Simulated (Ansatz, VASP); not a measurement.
## Bi: VASP beside Ansatz

File INCAR:

```
SYSTEM = Bi
  ALGO = Normal
  DIPOL = 0.5 0.5 0.500
  EDIFF = 1E-6
  ENCUT = 520
  GGA = PE
  IDIPOL = 3
  ISIF = 2
  ISMEAR = 0
  LASPH = .True.
  LCHARG = .True.
  LDIPOL = .True.
  LELF = .True.
  LREAL = .False.
  LVACPOTAV = .True.
  LVHAR = .True.
  LWAVE = .False.
  NBANDS = 22
  NELM = 100
  PREC = Accurate
  SIGMA = 0.02
```

KPOINTS

```
k-points
0
Gamma
  9 9 1
  0 0 0
```

The input POSCAR:

```
Bi
1.0
    4.2790000000      0.0000000000      0.0000000000
   -2.1395000000      3.7057227028      0.0000000000
    0.0000000000      0.0000000000     28.0000000000
Bi
2
Direct
    0.3333333333      0.6666666667      0.5396071429
    0.6666666667      0.3333333333      0.4603928571
```

Input for Ansatz:

```yaml
crystal:
  lattice:
    - [4.279, 0.0, 0.0]
    - [-2.1395, 3.7057227028, 0.0]
    - [0.0, 0.0, 28.0]
  atoms:
    - { symbol: Bi, position: [0.3333333333, 0.6666666667, 0.5396071429] }
    - { symbol: Bi, position: [0.6666666667, 0.3333333333, 0.4603928571] }
  periodic: [true, true, false]
basis:
  ecutwfc: 420
kpoints:
  mp_grid: { grid: [9, 9, 1] }
hamiltonian:
  xc: pbe
scf:
  occupations: { method: gaussian, width: 0.02 }
output:
  forces: true
  stress: true
  eigenvalues: true
```

Alike in both runs: task single point; functional PBE; k mesh 9 × 9 × 1; occupations gaussian, width 0.02 eV; no spin polarisation.

|  | VASP | Ansatz |
| --- | --- | --- |
| version | VASP 6.6.1 | Ansatz 0.2.0 |
| potentials or method | VASP PAW PBE potentials, release 64 (Bi_d), cutoff 520 eV | scalar-relativistic, plane waves, PAW |
| valence electrons in the cell | 30 | 30 |

Ansatz gave:

```
gap on the k mesh at the Fermi level (eV)  : none
rms of the force components (eV/Å)         : 1.135
work function, face that differs most (eV) : 3.51
```

**Question.** Which values does VASP return?

**Answer.** gap on the k mesh at the Fermi level (eV): none; rms of the force components (eV/Å): 1.133; work function, face that differs most (eV): 3.51.

Atom by atom the forces differ by 0.003 eV/Å (rms over components). A gap of «none» marks a metal or a gap that the smearing closes. The functional is the same, so the differences come from potentials, cutoffs and numerics.

Spin-orbit coupling is off throughout.
